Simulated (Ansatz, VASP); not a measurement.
**Ti in VASP and in Ansatz**

```
Ti
1.0
     3.95724    0.00000    0.00000
     0.00000    3.95724    0.00000
     0.00000    0.00000    3.95724
Ti
3
Cartesian
  1.9786 0.0000 0.0000
  0.0000 1.9786 0.0000
  0.0000 0.0000 1.9786
```

Alike in both runs: task relaxation of cell and atoms; functional PBE; k mesh 4 × 4 × 4; occupations gaussian, width 0.1 eV; no spin polarisation.

|  | VASP | Ansatz |
| --- | --- | --- |
| version | VASP 6.6.1 | Ansatz 0.2.0 |
| potentials or method | VASP PAW PBE potentials, release 64 (Ti_sv), cutoff 600 eV | scalar-relativistic, plane waves, PAW |
| valence electrons in the cell | 36 | 36 |

VASP gave:

| Quantity | Value |
| --- | --- |
| gap on the k mesh at the Fermi level, each at its own relaxed structure (eV) | none |
| relaxed volume (Å³/atom) | 19.82 |
| relaxed cell length with the largest relative difference (Å) | 3.903 |

Problem. Estimate Ansatz's values.

Solution. gap on the k mesh at the Fermi level, each at its own relaxed structure (eV): none; relaxed volume (Å³/atom): 19.90; relaxed cell length with the largest relative difference (Å): 3.908.

A gap of «none» marks a metal or a gap that the smearing closes.

The k mesh is coarse, so the values compare programs but aren't converged.
